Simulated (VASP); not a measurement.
# Si3As2 (Pm) in VASP: single point with PBE

Aim: the single point of Si3As2 with PBE.

All numbers are computed with VASP 6.6.1; they aren't measurements. Logs are shortened: lines on timing, memory, paths and dates and some standing lists are left out, and cuts for length are marked.

## Step 1: The cell of the first run

It takes space group Pm (No. 6, monoclinic). The conventional cell has a = 3.732 Å, b = 8.009 Å, c = 3.906 Å, α = 90.00°, β = 112.32°, γ = 90.00°. Within 3.1 Å of Si (site symmetry 1) lie 2 Si at 2.37 to 2.95 Å and 3 As at 2.42 to 2.46 Å. Si (site symmetry m) has 2 As at 2.45 Å and 2 Si at 2.95 Å within 3.2 Å. As (site symmetry 1) has 4 Si at 2.42 to 2.46 Å within 3.2 Å.

The cell was generated, and may not be a known phase.

## Step 2: Single point, PBE

INCAR reads:

```
PREC     = Accurate       # precision mode
ENCUT    = 500            # plane-wave cutoff, eV
EDIFF    = 1E-6           # SCF threshold, eV
ISMEAR   = 0              # smearing method
SIGMA    = 0.2            # smearing width, eV
LREAL    = False          # projectors in reciprocal space
LASPH    = True           # aspherical terms in the spheres
NELM     = 120            # most SCF steps
ALGO     = Normal         # electronic algorithm
ISIF     = 2              # what is computed and relaxed
LWAVE    = False          # write WAVECAR
LCHARG   = False          # write CHGCAR
GGA      = PE             # functional
NBANDS   = 19             # bands
GGA_COMPAT= False
```

KPOINTS reads:

```
Automatic mesh
0
Gamma
  5 2 4
```

POSCAR reads:

```
Si3As2
1.0
    3.9054686041      0.0000000000     -0.0711069932
    0.0000000000      8.0094685531      0.0000000000
   -1.3543246803      0.0000000000      3.4776163359
Si As
3 2
Direct
    0.3289230568      0.6476568146      0.5848432855
    0.3289230568      0.3523431854      0.5848432855
    0.0899935856      0.0000000000      0.4566692300
    0.6994837804      0.2488821726      0.2387158795
    0.6994837804      0.7511178274      0.2387158795
```

Potentials or basis: VASP PAW PBE potentials, release 64 (Si, As).

The run is started by

```bash
> cat potpaw_PBE.64/Si/POTCAR potpaw_PBE.64/As/POTCAR > POTCAR
> mpirun -np 1 vasp_std > vasp.out
```

OUTCAR:

```text
PREC = Accurate
   ENCUT = 500
   EDIFF = 1E-6
   ISMEAR = 0
   LREAL = False
   LASPH = True
   NELM = 120
   ISIF = 2
   GGA = PE

 ion  position               nearest neighbor table
   1  0.329  0.648  0.585-   2 2.37   5 2.42   5 2.45   5 2.46   3 2.95
   2  0.329  0.352  0.585-   1 2.37   4 2.42   4 2.45   4 2.46   3 2.95
   3  0.090  0.000  0.457-   4 2.45   5 2.45   1 2.95   2 2.95
   4  0.699  0.249  0.239-   2 2.42   2 2.45   3 2.45   2 2.46
   5  0.699  0.751  0.239-   1 2.42   1 2.45   3 2.45   1 2.46

  LATTYP: Found a simple monoclinic cell.
 ALAT       =     3.7320250159
 B/A-ratio  =     2.1461454623
 C/A-ratio  =     1.0466478272
 COS(beta)  =    -0.3797956430

  Lattice vectors:

 A1 = (  -1.3543246803,   0.0000000000,   3.4776163359)
 A2 = (   0.0000000000,  -8.0094685531,   0.0000000000)
 A3 = (   3.9054686041,   0.0000000000,  -0.0711069932)

Analysis of symmetry for initial positions (statically):
=====================================================================
 Subroutine PRICEL returns:
 Original cell was already a primitive cell.

 Routine SETGRP: Setting up the symmetry group for a
 simple monoclinic supercell.

 Subroutine GETGRP returns: Found  2 space group operations
 (whereof  2 operations were pure point group operations)
 out of a pool of  4 trial point group operations.

The static configuration has the point symmetry C_1h.

Analysis of symmetry for dynamics (positions and initial velocities):
=====================================================================
 Subroutine PRICEL returns:
 Original cell was already a primitive cell.

 Routine SETGRP: Setting up the symmetry group for a
 simple monoclinic supercell.

 Subroutine GETGRP returns: Found  2 space group operations
 (whereof  2 operations were pure point group operations)
 out of a pool of  4 trial point group operations.

The dynamic configuration has the point symmetry C_1h.

 Subroutine INISYM returns: Found  2 space group operations
 (whereof  2 operations are pure point group operations),
 and found     1 'primitive' translations

----------------------------------------------------------------------------------------

                                     Primitive cell

  volume of cell :     108.0110

  direct lattice vectors                    reciprocal lattice vectors
     3.905468604  0.000000000 -0.071106993     0.257879730  0.000000000  0.100428814
     0.000000000  8.009468553  0.000000000     0.000000000  0.124852229  0.000000000
    -1.354324680  0.000000000  3.477616336     0.005272880  0.000000000  0.289606758

  length of vectors
     3.906115874  8.009468553  3.732025016     0.276745193  0.124852229  0.289654755

  position of ions in fractional coordinates (direct lattice)
     0.328923057  0.647656815  0.584843285
     0.328923057  0.352343185  0.584843285
     0.089993586  0.000000000  0.456669230
     0.699483780  0.248882173  0.238715879
     0.699483780  0.751117827  0.238715879

  ion indices of the primitive-cell ions
   primitive index   ion index
                 1           1
                 2           2
                 3           3
                 4           4
                 5           5

----------------------------------------------------------------------------------------

 KPOINTS: Automatic mesh

Automatic generation of k-mesh.
 Grid dimensions read from file:
 generate k-points for:    5    2    4

 Generating k-lattice:

  Cartesian coordinates                     Fractional coordinates (reciprocal lattice)
     0.051575946  0.000000000  0.020085763     0.200000000  0.000000000 -0.000000000
     0.000000000  0.062426114  0.000000000     0.000000000  0.500000000  0.000000000
     0.001318220  0.000000000  0.072401689     0.000000000  0.000000000  0.250000000

  Length of vectors
     0.055349039  0.062426114  0.072413689

  Shift w.r.t. Gamma in fractional coordinates (k-lattice)
     0.000000000  0.000000000  0.000000000

 Subroutine IBZKPT returns following result:
 ===========================================

 Found     22 irreducible k-points:

 Following reciprocal coordinates:
            Coordinates               Weight
  0.000000  0.000000  0.000000      1.000000
  0.200000  0.000000 -0.000000      2.000000
  0.400000  0.000000  0.000000      2.000000
  0.000000  0.500000  0.000000      1.000000
  0.200000  0.500000 -0.000000      2.000000
  0.400000  0.500000  0.000000      2.000000
[... 14 lines left out ...]
  0.200000  0.500000  0.500000      2.000000
  0.400000  0.500000  0.500000      2.000000
   k-points           NKPTS =     22   k-points in BZ     NKDIM =     22   number of bands    NBANDS=     19
   number of dos      NEDOS =    301   number of ions     NIONS =      5
   total plane-waves  NPLWV =  47040
   dimension x,y,z NGX =    28 NGY =   60 NGZ =   28
   dimension x,y,z NGXF=    56 NGYF=  120 NGZF=   56
   ions per type =               3   2
   NGX,Y,Z   is equivalent  to a cutoff of  11.92, 12.45, 12.47 a.u.
   NGXF,Y,Z  is equivalent  to a cutoff of  23.83, 24.91, 24.95 a.u.
 SYSTEM =  unknown system
   PREC   = accura    normal or accurate (medium, high low for compatibility)
   ISTART =      0    job   : 0-new  1-cont  2-samecut
   ICHARG =      2    charge: 1-file 2-atom 10-const
   ISPIN  =      1    spin polarized calculation?
   LNONCOLLINEAR =      F non collinear calculations
   LSORBIT =      F    spin-orbit coupling
   LASPH  =      T    aspherical Exc in radial PAW
   ENCUT  =  500.0 eV  36.75 Ry    6.06 a.u.   7.12 14.60  6.80*2*pi/ulx,y,z
   NELM   =    120;   NELMIN=  2; NELMDL= -5     # of ELM steps
   EDIFF  = 0.1E-05   stopping-criterion for ELM
   LREAL  =      F    real-space projection
   EDIFFG = 0.1E-04   stopping-criterion for IOM
   NSW    =      0    number of steps for IOM
   IBRION =     -1    ionic relax: 0-MD 1-quasi-New 2-CG
   NFREE  =      0    steps in history (QN), initial steepest desc. (CG)
   ISIF   =      2    stress and relaxation
   ISYM   =      2    0-nonsym 1-usesym 2-fastsym
   POTIM  = 0.5000    time-step for ionic-motion
   TEBEG  =    0.0;   TEEND  =   0.0 temperature during run
   PSTRESS=    0.0 pullay stress
   NELECT =      22.0000    total number of electrons
   NUPDOWN=      -1.0000    fix difference up-down
   EMIN   =  10.00;   EMAX   =-10.00  energy-range for DOS
   EFERMI =   0.00;   METHOD = LEGACY
   ISMEAR =     0;   SIGMA  =   0.20  broadening in eV -4-tet -1-fermi 0-gaus
   EFERMI_NEDOS =   21; number of points for ismear=-14 and -15
   IALGO  =     38    algorithm
   IMIX   =      4    mixing-type and parameters
     AMIX     =   0.40;   BMIX     =  1.00
     AMIX_MAG =   1.60;   BMIX_MAG =  1.00
  volume/ion in A,a.u.               =      21.60       145.78
  Fermi-wavevector in a.u.,A,eV,Ry     =   0.963222  1.820225 12.623436  0.927796
  Thomas-Fermi vector in A             =   2.092749
   LORBIT       =      0    0 simple, 1 ext, 2 COOP (PROOUT), +10 PAW based schemes
   GGA     = PE    functional components
   LHFCALC =     F    Hartree Fock is set to
   AEXX    =    0.0000 exact exchange contribution
   IVDW    =     0    specifies the selected vdW correction
   LEPSILON=     F    determine dielectric tensor
   LRPA    =     F    only Hartree local field effects (RPA)
 non-spin polarized calculation
 Gauss-broadening in eV      SIGMA  =   0.20
  energy-cutoff  :      500.00
  volume of cell :      108.01
 maximum number of plane-waves:      2763
   NGX = 15   NGY = 29   NGZ = 13

 number of electron      22.0000001 magnetization

 Free energy of the ion-electron system (eV)
  ---------------------------------------------------
  ext. energy  EPLUGINS =         0.00000000
  ---------------------------------------------------
  free energy    TOTEN  =       -23.72222462 eV

  energy without entropy =      -23.69278779  energy(sigma->0) =      -23.70750621

 E-fermi :   5.4623     XC(G=0):  -9.4991

 val. band max:        5.3579028512   @ k =   0.0000   0.5000   0.2500
 cond. band min:       5.5022008615   @ k =   0.4000   0.5000   0.2500
 fundamental gap:      0.1442980103
 Fermi energy:         5.4622538286

 k-point     1 :       0.0000    0.0000    0.0000
  band No.  band energies     occupation
      1      -8.3986      2.00000
      2      -7.5770      2.00000
      3      -3.6256      2.00000
      4       0.1337      2.00000
      5       1.0047      2.00000
      6       2.1210      2.00000
[... 11 lines left out ...]
     18       8.9036      0.00000
     19      10.5895      0.00000

 k-point     2 :       0.2000    0.0000   -0.0000
  band No.  band energies     occupation
      1      -8.0313      2.00000
      2      -7.2374      2.00000
      3      -3.4804      2.00000
      4      -1.2679      2.00000
      5      -0.4469      2.00000
      6       1.8870      2.00000
[... 11 lines left out ...]
     18       9.2472      0.00000
     19       9.8043      0.00000

 k-point     3 :       0.4000    0.0000    0.0000
  band No.  band energies     occupation
      1      -7.0946      2.00000
      2      -6.4382      2.00000
      3      -4.3493      2.00000
      4      -2.6074      2.00000
      5      -1.6291      2.00000
      6       0.5664      2.00000
[... 11 lines left out ...]
     18      10.5456      0.00000
     19      11.6876      0.00000

 k-point     4 :       0.0000    0.5000    0.0000
  band No.  band energies     occupation
      1      -8.1267      2.00000
      2      -7.9714      2.00000
      3      -2.3138      2.00000
      4      -2.1578      2.00000
      5       1.8565      2.00000
      6       2.5184      2.00000
[... 363 lines left out ...]
     18      10.2140      0.00000
     19      10.5617      0.00000

 k-point    21 :       0.2000    0.5000    0.5000
  band No.  band energies     occupation
      1      -6.5575      2.00000
      2      -6.4763      2.00000
      3      -3.5746      2.00000
      4      -2.3860      2.00000
      5      -0.9498      2.00000
      6       0.0142      2.00000
[... 11 lines left out ...]
     18       9.7849      0.00000
     19      11.2801      0.00000

 k-point    22 :       0.4000    0.5000    0.5000
  band No.  band energies     occupation
      1      -6.3523      2.00000
      2      -6.2560      2.00000
      3      -3.5301      2.00000
      4      -2.4044      2.00000
      5      -0.8192      2.00000
      6      -0.0818      2.00000
[... 11 lines left out ...]
     18      10.1677      0.00000
     19      11.2705      0.00000

------------------------ aborting loop because EDIFF is reached ----------------------------------------

  FORCE on cell =-STRESS in cart. coord.  units (eV):
  Direction    XX          YY          ZZ          XY          YZ          ZX
  --------------------------------------------------------------------------------------
  -------------------------------------------------------------------------------------
  Total        0.3944468     -0.1252870     -0.1183063      0.0000000      0.0000000     -0.0716805
  in kB        5.8510105     -1.8584397     -1.7548919      0.0000000      0.0000000     -1.0632699
  external PRESSURE =       0.7458930 kB  Pullay stress =       0.0000000 kB

 VOLUME and BASIS-vectors are now :
 -----------------------------------------------------------------------------
  energy-cutoff  :      500.00
  volume of cell :      108.01
      direct lattice vectors                 reciprocal lattice vectors
     3.905468604  0.000000000 -0.071106993     0.257879730  0.000000000  0.100428814
     0.000000000  8.009468553  0.000000000     0.000000000  0.124852229  0.000000000
    -1.354324680  0.000000000  3.477616336     0.005272880  0.000000000  0.289606758

 POSITION                                       TOTAL-FORCE (eV/Angst)
 -----------------------------------------------------------------------------------
      0.49253      5.18739      2.01047        -0.031740     -0.036812      0.028998
      0.49253      2.82208      2.01047        -0.031740      0.036812      0.028998
     -0.26701      0.00000      1.58172        -0.045516      0.000000     -0.021367
      2.40851      1.99341      0.78042         0.054498     -0.015566     -0.018315
      2.40851      6.01605      0.78042         0.054498      0.015566     -0.018315
 -----------------------------------------------------------------------------------
    total drift:                                0.000180      0.000000      0.000149

  FREE ENERGIE OF THE ION-ELECTRON SYSTEM (eV)
  ---------------------------------------------------
  free  energy   TOTEN  =       -23.7222246190 eV

  energy  without entropy=      -23.6927877929  energy(sigma->0) =      -23.70750621
```

It took 54 s on 1 thread of Intel Xeon 8259CL, shared host; peak memory 0.22 GiB.

What came out:

```yaml
Free_energy: -23.7222 eV
Pressure: 0.1 GPa
Largest_force: 0.060 eV/Å
Band_gap_on_the_k_mesh: zero (bands 11 and 12 overlap by 2.00 eV)
```

Forces on the atoms (eV/Å):
```
Si  -0.032 -0.037  0.029
Si  -0.032  0.037  0.029
Si  -0.046  0.000 -0.021
As   0.054 -0.016 -0.018
As   0.054  0.016 -0.018
```

Levels at points of the mesh, in eV from the Fermi level:
```csv
k point,band 7,band 8,band 9,band 10,band 11,band 12,band 13,band 14,band 15,band 16
"(0.00, 0.00, 0.00)",-2.72,-1.97,-1.39,-1.39,-1.22,0.47,0.87,1.75,2.69,3.20
"(0.00, 0.50, 0.00)",-2.84,-2.01,-1.83,-1.42,-0.18,1.38,1.39,1.43,1.94,1.99
"(0.00, 0.00, 0.50)",-3.65,-3.63,-2.52,-2.25,-1.01,0.36,1.29,1.50,1.74,2.69
"(0.00, 0.50, 0.50)",-3.76,-3.12,-2.59,-2.41,-1.24,-0.56,2.34,2.49,2.98,3.36
```

Caveat: the k points lie up to 0.45 Å⁻¹ apart, too coarse for converged energies and pressures of a metal.

The gap in the log of VASP goes by the Fermi energy; the results here count the filled bands.